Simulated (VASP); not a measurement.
A run of VASP 6.6.1 is set up as follows.

INCAR

```
SYSTEM = LiH
PREC = Accurate ; ENCUT = 520
EDIFF = 1E-7 ; ISMEAR = -1
SIGMA = 0.02 ; LREAL = .False.
LASPH = .True. ; NELM = 80
ALGO = Normal ; ISIF = 2
LWAVE = .False. ; LCHARG = .False.
GGA = PE ; NBANDS = 9
```

File KPOINTS:

```
Automatic mesh
0
Gamma
  10 10 10
  0 0 0
```

The input POSCAR:

```
LiH
1.0
    0.0000000000      2.1451220117      2.1451220117
    2.0406545697      0.0000000000      2.1451220117
    2.0406545697      2.1451220117      0.0000000000
Li H
1 1
Direct
    0.0000000000      0.0000000000      0.0000000000
    0.2500000000      0.2500000000      0.2500000000
```

Potentials or basis: VASP PAW PBE potentials, release 64 (Li_sv, H).

The run is started by

```bash
$ cat potpaw_PBE.64/Li_sv/POTCAR potpaw_PBE.64/H/POTCAR > POTCAR
$ mpirun -np 1 vasp_std > vasp.out
```

Problem. Estimate the band gap on the k mesh.

Solution. 4.19 eV, indirect (least direct gap 5.37 eV).

Caveat: the cell differs from its parent crystal (uniaxial x strain -4.9%). A k mesh can miss the band edges.
